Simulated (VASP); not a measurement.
# Te2Mo in VASP: further runs

Runs on Te2Mo. Level: PBEsol. Tasks: single point.

All numbers are computed with VASP 6.6.1; they aren't measurements. Logs are shortened: lines on timing, memory, paths and dates and some standing lists are left out, and cuts for length are marked.

**1. The cell of the first run**

The cell holds a slab with vacuum, 12 atoms: a = 3.493 Å, b = 3.493 Å, c = 37.516 Å, α = 90.00°, β = 90.00°, γ = 120.00°.

**2. Single point, PBEsol (atom 1 (Te) moved by +0.340 Å along x and +0.340 Å along [0 0 1])**

INCAR reads:

```
  PREC = Accurate
  ENCUT = 520
  EDIFF = 1E-6
  ISMEAR = 0
  SIGMA = 0.05
  LREAL = F
  LASPH = T
  NELM = 100
  ALGO = Fast
  ISIF = 2
  LWAVE = F
  LCHARG = T
  GGA = PS
  LELF = T
  LVHAR = T
  NBANDS = 64
```

KPOINTS reads:

```
Automatic mesh
0
Gamma
  9 9 1
```

POSCAR reads:

```
Te2Mo
1.0
    3.4932091909      0.0000000000      0.0000000000
   -1.7466045954      3.0252079000      0.0000000000
    0.0000000000      0.0000000000     37.5161156315
Te Mo
8 4
Direct
    0.4418927421      0.7461376695      0.8675052961
    0.3333333333      0.6666666667      0.2318351738
    0.6666666667      0.3333333333      0.6719958813
    0.6666666667      0.3333333333      0.0453069351
    0.6666666667      0.3333333333      0.7681648262
    0.6666666667      0.3333333333      0.1415574758
    0.3333333333      0.6666666667      0.9546930649
    0.3333333333      0.6666666667      0.3280041187
    0.3333333333      0.6666666667      0.7200184287
    0.3333333333      0.6666666667      0.0934314856
    0.6666666667      0.3333333333      0.9065685144
    0.6666666667      0.3333333333      0.2799815713
```

Potentials or basis: VASP PAW PBE potentials, release 64 (Te, Mo_sv).

Launch:

```sh
cat potpaw_PBE.64/Te/POTCAR potpaw_PBE.64/Mo_sv/POTCAR > POTCAR
mpirun -np 1 vasp_std > vasp.out
```

OUTCAR:

```text
PREC = Accurate
   ENCUT = 520
   EDIFF = 1E-6
   ISMEAR = 0
   LREAL = F
   LASPH = T
   NELM = 100
   ISIF = 2
   GGA = PS

 ion  position               nearest neighbor table
   1  0.442  0.746  0.868-  11 2.32  11 2.44  11 2.77   7 3.29
   2  0.333  0.667  0.232-  12 2.71  12 2.71  12 2.71   8 3.61
   3  0.667  0.333  0.672-   9 2.70   9 2.70   9 2.70   5 3.61
   4  0.667  0.333  0.045-  10 2.71  10 2.71  10 2.71   6 3.61
   5  0.667  0.333  0.768-   9 2.71   9 2.71   9 2.71   3 3.61
   6  0.667  0.333  0.142-  10 2.71  10 2.71  10 2.71   4 3.61
   7  0.333  0.667  0.955-  11 2.71  11 2.71  11 2.71   1 3.29
   8  0.333  0.667  0.328-  12 2.70  12 2.70  12 2.70   2 3.61
   9  0.333  0.667  0.720-   3 2.70   3 2.70   3 2.70   5 2.71   5 2.71   5 2.71
  10  0.333  0.667  0.093-   4 2.71   4 2.71   4 2.71   6 2.71   6 2.71   6 2.71
  11  0.667  0.333  0.907-   1 2.32   1 2.44   7 2.71   7 2.71   7 2.71   1 2.77
  12  0.667  0.333  0.280-   8 2.70   8 2.70   8 2.70   2 2.71   2 2.71   2 2.71

  LATTYP: Found a hexagonal cell.
 ALAT       =     3.4932091909
 C/A-ratio  =    10.7397277350

  Lattice vectors:

 A1 = (   3.4932091909,   0.0000000000,   0.0000000000)
 A2 = (  -1.7466045954,   3.0252079000,   0.0000000000)
 A3 = (   0.0000000000,   0.0000000000,  37.5161156315)

Analysis of symmetry for initial positions (statically):
=====================================================================
 Subroutine PRICEL returns:
 Original cell was already a primitive cell.

 Routine SETGRP: Setting up the symmetry group for a
 hexagonal supercell.

 Subroutine GETGRP returns: Found  1 space group operations
 (whereof  1 operations were pure point group operations)
 out of a pool of 24 trial point group operations.

The static configuration has the point symmetry C_1 .

Analysis of symmetry for dynamics (positions and initial velocities):
=====================================================================
 Subroutine PRICEL returns:
 Original cell was already a primitive cell.

 Routine SETGRP: Setting up the symmetry group for a
 hexagonal supercell.

 Subroutine GETGRP returns: Found  1 space group operations
 (whereof  1 operations were pure point group operations)
 out of a pool of 24 trial point group operations.

The dynamic configuration has the point symmetry C_1 .

 Subroutine INISYM returns: Found  1 space group operations
 (whereof  1 operations are pure point group operations),
[... 122 lines left out ...]
   ISIF   =      2    stress and relaxation
   ISYM   =      2    0-nonsym 1-usesym 2-fastsym
   POTIM  = 0.5000    time-step for ionic-motion
   TEBEG  =    0.0;   TEEND  =   0.0 temperature during run
   PSTRESS=    0.0 pullay stress
   NELECT =     104.0000    total number of electrons
   NUPDOWN=      -1.0000    fix difference up-down
   EMIN   =  10.00;   EMAX   =-10.00  energy-range for DOS
   EFERMI =   0.00;   METHOD = LEGACY
   ISMEAR =     0;   SIGMA  =   0.05  broadening in eV -4-tet -1-fermi 0-gaus
   EFERMI_NEDOS =   21; number of points for ismear=-14 and -15
   IALGO  =     68    algorithm
   IMIX   =      4    mixing-type and parameters
     AMIX     =   0.40;   BMIX     =  1.00
     AMIX_MAG =   1.60;   BMIX_MAG =  1.00
  volume/ion in A,a.u.               =      33.04       222.95
  Fermi-wavevector in a.u.,A,eV,Ry     =   1.047981  1.980397 14.942789  1.098264
  Thomas-Fermi vector in A             =   2.182884
   LORBIT       =      0    0 simple, 1 ext, 2 COOP (PROOUT), +10 PAW based schemes
   GGA     = PS    functional components
   LHFCALC =     F    Hartree Fock is set to
   AEXX    =    0.0000 exact exchange contribution
   IVDW    =     0    specifies the selected vdW correction
   LEPSILON=     F    determine dielectric tensor
   LRPA    =     F    only Hartree local field effects (RPA)
 non-spin polarized calculation
 RMM-DIIS sequential band-by-band and
 Gauss-broadening in eV      SIGMA  =   0.05
  energy-cutoff  :      520.00
  volume of cell :      396.46
 maximum number of plane-waves:     10795
 NGX is ok and might be reduce to    28
   NGX = 13   NGY = 13   NGZ =139

 number of electron     103.9999997 magnetization

 Free energy of the ion-electron system (eV)
  ---------------------------------------------------
  ext. energy  EPLUGINS =         0.00000000
  ---------------------------------------------------
  free energy    TOTEN  =       -77.02486726 eV

  energy without entropy =      -77.02344759  energy(sigma->0) =      -77.02415742

 E-fermi :   5.3956     XC(G=0):  -8.1806

 val. band max:        5.3354991244   @ k =   0.3333   0.3333   0.0000
 cond. band min:       5.4133627162   @ k =   0.0000   0.0000   0.0000
 fundamental gap:      0.0778635918
 Fermi energy:         5.3955939913

 k-point     1 :       0.0000    0.0000    0.0000
  band No.  band energies     occupation
      1     -55.9345      2.00000
      2     -55.9107      2.00000
      3     -55.7814      2.00000
      4     -55.6105      2.00000
      5     -30.1466      2.00000
      6     -30.1239      2.00000
[... 1597 lines left out ...]
     63       7.5993      0.00000
     64       7.8302      0.00000

 [... further k-points ...]
[... 5 lines left out ...]
  --------------------------------------------------------------------------------------
  -------------------------------------------------------------------------------------
  Total        3.4512331     10.0062902     12.0622280     -3.4093107      5.0268277      2.4606847
  in kB       13.9472052     40.4376576     48.7461622    -13.7777873     20.3145353      9.9441774
  external PRESSURE =      34.3770083 kB  Pullay stress =       0.0000000 kB

 VOLUME and BASIS-vectors are now :
 -----------------------------------------------------------------------------
  energy-cutoff  :      520.00
  volume of cell :      396.46
      direct lattice vectors                 reciprocal lattice vectors
     3.493209191  0.000000000  0.000000000     0.286269715  0.165277897  0.000000000
    -1.746604595  3.025207900  0.000000000     0.000000000  0.330555794  0.000000000
     0.000000000  0.000000000 37.516115631     0.000000000  0.000000000  0.026655212

 POSITION                                       TOTAL-FORCE (eV/Angst)
 -----------------------------------------------------------------------------------
      0.24042      2.25722     32.54543        -1.964437     -3.581963     -7.445558
     -0.00000      2.01681      8.69756        -0.000051     -0.000063     -0.032676
      1.74660      1.00840     25.21068        -0.000434     -0.000614     -0.034664
      1.74660      1.00840      1.69974        -0.000134     -0.000203     -0.034261
      1.74660      1.00840     28.81856         0.003901      0.006074      0.077050
      1.74660      1.00840      5.31069         0.001066      0.000939      0.036935
     -0.00000      2.01681     35.81638        -0.177303     -0.071402      0.761192
     -0.00000      2.01681     12.30544         0.000016      0.000016      0.033819
     -0.00000      2.01681     27.01229         0.009217      0.008309      0.041301
     -0.00000      2.01681      3.50519        -0.003820     -0.002400     -0.005193
      1.74660      1.00840     34.01093         2.131923      3.641286      6.603867
      1.74660      1.00840     10.50382         0.000056      0.000019     -0.001811
 -----------------------------------------------------------------------------------
    total drift:                                0.000181      0.000222     -0.000127

  FREE ENERGIE OF THE ION-ELECTRON SYSTEM (eV)
  ---------------------------------------------------
  free  energy   TOTEN  =       -77.0248672578 eV

  energy  without entropy=      -77.0234475897  energy(sigma->0) =      -77.02415742
```

stdout:

```text
POSCAR found type information on POSCAR TeMo
 POSCAR found :  2 types and      12 ions
 scaLAPACK will be used
 -----------------------------------------------------------------------------
|                                                                             |
|                                                                             |
|     You enforced a specific xc type in the INCAR file but a different       |
|     I HOPE YOU KNOW WHAT YOU ARE DOING!                                     |
|                                                                             |
 -----------------------------------------------------------------------------

 LDA part: xc-table for (Slater+PW92), standard interpolation
 POSCAR, INCAR and KPOINTS ok, starting setup
 FFT: planning ... GRIDC
 FFT: planning ... GRID_SOFT
 FFT: planning ... GRID
 WAVECAR not read
 entering main loop
```

It took 52 min on 1 thread of Oxide Virtual Turin-like, shared host; peak memory 1 GiB.

Results:

* Free energy: -77.0249 eV
* Largest force: 8.493 eV/Å
* Band gap on the k mesh: zero (bands 52 and 53 overlap by 0.08 eV)

Forces in eV/Å, atoms in the order of the input:
```
Te  -1.964 -3.582 -7.446
Te   0.000  0.000 -0.033
Te   0.000 -0.001 -0.035
Te   0.000  0.000 -0.034
Te   0.004  0.006  0.077
Te   0.001  0.001  0.037
Te  -0.177 -0.071  0.761
Te   0.000  0.000  0.034
Mo   0.009  0.008  0.041
Mo  -0.004 -0.002 -0.005
Mo   2.132  3.641  6.604
Mo   0.000  0.000 -0.002
```

Levels at points of the mesh, in eV from the Fermi level:
| k point | band 48 | band 49 | band 50 | band 51 | band 52 | band 53 | band 54 | band 55 | band 56 | band 57 |
| --- | --- | --- | --- | --- | --- | --- | --- | --- | --- | --- |
| (0.00, 0.00, 0.00) | -1.31 | -1.16 | -0.95 | -0.71 | 0.02 | 1.78 | 2.28 | 2.41 | 2.43 | 2.50 |

Caveat: the cell differs from its parent crystal (atom 1 (Te) moved by +0.340 Å along x and +0.340 Å along [0 0 1]); there is no dipole correction, which matters where the two faces differ; the PAW data sets were made with another functional, which shifts forces and pressure a little; spin-orbit coupling is left out, which moves the levels of the heavy elements.

[end of part 1 of 2]

The gap in the log of VASP goes by the Fermi energy; the results here count the filled bands.